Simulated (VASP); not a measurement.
# Si2Mo (I4/mmm) in VASP: further runs, part 2 of 2

VASP 6.6.1. Earlier steps stand in the parts before.

### Step 3. Single point, PBE (12.88 Å³/atom)

This run uses another cell than the first one, of 12.88 Å³/atom.

Contents of INCAR:

```
PREC = Accurate
ENCUT = 520
EDIFF = 1E-6
ISMEAR = -1
SIGMA = 0.05
LREAL = F
LASPH = T
NELM = 100
ALGO = Normal
ISIF = 2
LWAVE = F
LCHARG = F
GGA = PE
NBANDS = 18
```

Contents of KPOINTS:

```
regular mesh
0
Gamma
  20 20 20
```

Contents of POSCAR:

```
Si2Mo
1.0
   -1.5783757276      1.5783757276      3.8773786233
    1.5783757276     -1.5783757276      3.8773786233
    1.5783757276      1.5783757276     -3.8773786233
Si Mo
2 1
Direct
    0.3343426805      0.3343426805      0.0000000000
    0.6656573195      0.6656573195      0.0000000000
    0.0000000000      0.0000000000      0.0000000000
```

Potentials or basis: VASP PAW PBE potentials, release 64 (Si, Mo_sv).

The run is started by

```sh
$ cat potpaw_PBE.64/Si/POTCAR potpaw_PBE.64/Mo_sv/POTCAR > POTCAR
$ mpirun -np 1 vasp_std > vasp.out
```

OUTCAR:

```text
PREC = Accurate
   ENCUT = 520
   EDIFF = 1E-6
   ISMEAR = -1
   LREAL = F
   LASPH = T
   NELM = 100
   ISIF = 2
   GGA = PE

 ion  position               nearest neighbor table
   1  0.334  0.334  0.000-   2 2.57   3 2.58   3 2.58   3 2.58   3 2.58   2 2.59   2 2.59   2 2.59
                             2 2.59   3 2.59
   2  0.666  0.666  0.000-   1 2.57   3 2.58   3 2.58   3 2.58   3 2.58   1 2.59   1 2.59   1 2.59
                             1 2.59   3 2.59
   3  0.000  0.000  0.000-   2 2.58   2 2.58   2 2.58   1 2.58   2 2.58   1 2.58   1 2.58   1 2.58
                             1 2.59   2 2.59

  LATTYP: Found a body centered tetragonal cell.
 ALAT       =     3.1567514552
 C/A-ratio  =     2.4565625000

  Lattice vectors:

 A1 = (  -1.5783757276,   1.5783757276,   3.8773786233)
 A2 = (   1.5783757276,  -1.5783757276,   3.8773786233)
 A3 = (   1.5783757276,   1.5783757276,  -3.8773786233)

Analysis of symmetry for initial positions (statically):
=====================================================================
 Subroutine PRICEL returns:
 Original cell was already a primitive cell.

 Routine SETGRP: Setting up the symmetry group for a
 body centered tetragonal supercell.

[... 163 lines left out ...]
  ---------------------------------------------------
  free energy    TOTEN  =       -23.18417069 eV

  energy without entropy =      -23.18231690  energy(sigma->0) =      -23.18324380

 E-fermi :  12.8731     XC(G=0): -12.6221

 val. band max:       12.8627619558   @ k =   0.5000   0.5000   0.3000
 cond. band min:      12.8984701911   @ k =  -0.4000   0.4000   0.4000
 fundamental gap:      0.0357082353
 Fermi energy:        12.8730947759

 k-point     1 :       0.0000    0.0000    0.0000
  band No.  band energies     occupation
      1     -47.7894      2.00000
      2     -21.9759      2.00000
      3     -21.8673      2.00000
      4     -21.8673      2.00000
      5      -0.8712      2.00000
      6       6.2479      2.00000
[... 481 lines left out ...]
      5       1.2338      2.00000
      6       5.1241      2.00000
[... 10 lines left out ...]
     17      20.1811      0.00000
     18      21.8798      0.00000

 [... further k-points ...]
[... 5 lines left out ...]
  --------------------------------------------------------------------------------------
  -------------------------------------------------------------------------------------
  Total        2.9774146      2.9774146      2.9665166      0.0000000      0.0000000      0.0000000
  in kB      123.4613188    123.4613188    123.0094219      0.0000000      0.0000000      0.0000000
  external PRESSURE =     123.3106865 kB  Pullay stress =       0.0000000 kB

 VOLUME and BASIS-vectors are now :
 -----------------------------------------------------------------------------
  energy-cutoff  :      520.00
  volume of cell :       38.64
      direct lattice vectors                 reciprocal lattice vectors
    -1.578375728  1.578375728  3.877378623     0.000000000  0.316781354  0.128953102
     1.578375728 -1.578375728  3.877378623     0.316781354  0.000000000  0.128953102
     1.578375728  1.578375728 -3.877378623     0.316781354  0.316781354  0.000000000

 POSITION                                       TOTAL-FORCE (eV/Angst)
 -----------------------------------------------------------------------------------
      0.00000      0.00000      2.59275        -0.000000     -0.000000     -0.005323
      0.00000      0.00000      5.16201         0.000000      0.000000      0.005323
      0.00000      0.00000      0.00000         0.000000      0.000000      0.000000
 -----------------------------------------------------------------------------------
    total drift:                               -0.000000     -0.000000     -0.000000

  FREE ENERGIE OF THE ION-ELECTRON SYSTEM (eV)
  ---------------------------------------------------
  free  energy   TOTEN  =       -23.1841706900 eV

  energy  without entropy=      -23.1823169043  energy(sigma->0) =      -23.18324380
```

OSZICAR:

```text
N       E                     dE             d eps       ncg     rms          rms(c)
DAV:   1     0.121847360512E+03    0.12185E+03   -0.11348E+04 23092   0.117E+03
DAV:   2    -0.209334609417E+02   -0.14278E+03   -0.13989E+03 27486   0.300E+02
DAV:   3    -0.240364945764E+02   -0.31030E+01   -0.30763E+01 28612   0.394E+01
DAV:   4    -0.240534550380E+02   -0.16960E-01   -0.16949E-01 27084   0.319E+00
DAV:   5    -0.240535666748E+02   -0.11164E-03   -0.11163E-03 27188   0.273E-01    0.236E+01
DAV:   6    -0.233235916585E+02    0.72998E+00   -0.51608E+00 24374   0.152E+01    0.545E+00
DAV:   7    -0.232174193160E+02    0.10617E+00   -0.72713E-01 24090   0.521E+00    0.491E+00
DAV:   8    -0.231848502139E+02    0.32569E-01   -0.90208E-02 24968   0.228E+00    0.445E-01
DAV:   9    -0.231842311423E+02    0.61907E-03   -0.16823E-03 27312   0.341E-01    0.239E-01
DAV:  10    -0.231841814142E+02    0.49728E-04   -0.44068E-04 25850   0.176E-01    0.529E-02
DAV:  11    -0.231841725504E+02    0.88638E-05   -0.12124E-04 25370   0.820E-02    0.324E-02
DAV:  12    -0.231841716708E+02    0.87960E-06   -0.19485E-05 24630   0.311E-02    0.109E-02
DAV:  13    -0.231841706900E+02    0.98076E-06   -0.20956E-06 17172   0.119E-02
   1 F= -.23184171E+02 E0= -.23183244E+02  d E =-.185379E-02
```

stdout:

```text
POSCAR found type information on POSCAR SiMo
 POSCAR found :  2 types and       3 ions
 scaLAPACK will be used
 LDA part: xc-table for (Slater+PW92), standard interpolation
 POSCAR, INCAR and KPOINTS ok, starting setup
 FFT: planning ... GRIDC
 FFT: planning ... GRID_SOFT
 FFT: planning ... GRID
 WAVECAR not read
 entering main loop
```

Wall time 7.7 min (1 thread of Oxide Virtual Turin-like, shared host); peak memory 0.5 GiB.

What came out:

```yaml
Free_energy: -23.1842 eV
Pressure: 12.3 GPa
Largest_force: 0.005 eV/Å
Band_gap_on_the_k_mesh: zero (bands 11 and 12 overlap by 1.00 eV)
```

Forces on the atoms (eV/Å):
```
Si   0.000  0.000 -0.005
Si   0.000  0.000  0.005
Mo   0.000  0.000  0.000
```

Levels at points of the mesh, in eV from the Fermi level:
```
           k point  band 8  band 9  band 10  band 11  band 12  band 13  band 14  band 15
(0.00, 0.00, 0.00)   -3.23   -2.73    -2.73     0.42     3.03     3.40     3.70     3.70
(0.50, 0.00, 0.00)   -4.60   -2.72    -2.66    -0.55     2.42     3.17     4.31     4.38
(0.50, 0.50, 0.00)   -5.20   -4.60    -3.22    -1.17     2.48     2.92     3.25     3.43
(0.50, 0.50, 0.50)   -2.33   -0.61    -0.61    -0.47    -0.47     0.57     4.84     5.63
```

Caveat: the cell stands under pressure.

### Step 4. Single point, PBE (z stretched by +3 %, then relaxed in part)

Contents of INCAR:

```
ALGO = Normal
EDIFF = 1E-7
ENCUT = 520
GGA = PE
ISIF = 2
ISMEAR = -1
LASPH = T
LCHARG = F
LREAL = F
LWAVE = F
NBANDS = 18
NELM = 60
PREC = Accurate
SIGMA = 0.05
```

Contents of KPOINTS:

```
k-points
0
Gamma
  20 20 20
```

Contents of POSCAR:

```
Si2Mo
1.0
   -1.6000000000      1.6000000000      4.0484150000
    1.6000000000     -1.6000000000      4.0484150000
    1.6000000000      1.6000000000     -4.0484150000
Si Mo
2 1
Direct
    0.3358308872      0.3358308872      0.0000000000
    0.6641691128      0.6641691128      0.0000000000
    0.0000000000      0.0000000000      0.0000000000
```

The run is started by

```sh
$ cat potpaw_PBE.64/Si/POTCAR potpaw_PBE.64/Mo_sv/POTCAR > POTCAR
$ mpirun -np 1 vasp_std > vasp.out
```

Run time: 15 min. Hardware: 1 thread of Oxide Virtual Turin-like, shared host; peak memory 0.53 GiB.

It converged, with:

```
Free energy            : -23.2199 eV
Pressure               : -3.5 GPa
Largest force          : 0.006 eV/Å
Band gap on the k mesh : zero (bands 11 and 12 overlap by 0.84 eV)
```

Forces in eV/Å, atoms in the order of the input:
```
Si   0.000  0.000 -0.006
Si   0.000  0.000  0.006
Mo   0.000  0.000  0.000
```

Stress tensor (GPa, compression positive):
```
  0.38   0.00   0.00
  0.00   0.38   0.00
  0.00   0.00 -11.37
```

Levels at points of the mesh, in eV from the Fermi level:
```csv
k point,band 8,band 9,band 10,band 11,band 12,band 13,band 14,band 15
"(0.00, 0.00, 0.00)",-3.02,-2.43,-2.43,0.44,3.14,3.30,3.56,3.56
"(0.50, 0.00, 0.00)",-4.52,-2.58,-2.42,-0.44,2.21,3.20,3.62,3.72
"(0.50, 0.50, 0.00)",-5.24,-4.31,-3.19,-1.26,2.29,2.48,2.70,2.90
"(0.50, 0.50, 0.50)",-2.12,-0.64,-0.64,-0.30,-0.30,0.55,4.00,4.59
```

Caveat: the cell differs from its parent crystal (z stretched by +3 %, then relaxed in part); the stress differs along the axes, from -11 to 0 GPa.

### Step 5. Overview

| cell | gap on the mesh (eV) | pressure (GPa) | largest force (eV/Å) |
| --- | --- | --- | --- |
| a = 4.443 Å, angles 138.7, 138.7, 59.9°, 3 atoms, atomic positions A | none | 18.0 | 0.01 |
| a = 4.474 Å, angles 138.7, 138.7, 59.9°, 3 atoms, atomic positions B | none | 12.3 | 0.01 |
| a = 4.638 Å, angles 139.6, 139.6, 58.4°, 3 atoms, atomic positions C | none | -3.5 | 0.01 |

Alike in all rows: task single point; level PBE; potentials or basis VASP PAW PBE potentials, release 64 (Si, Mo_sv); no spin polarisation; k mesh 20 × 20 × 20; cutoff (eV) 520; smearing fermi-dirac 0.05 eV.

Caveats: the cell stands under pressure (at least some runs); the stress differs along the axes, from -11 to 0 GPa (at least some runs).

Absolute energies hang on the potentials; compare differences alone.

The gap in the log of VASP goes by the Fermi energy; the results here count the filled bands.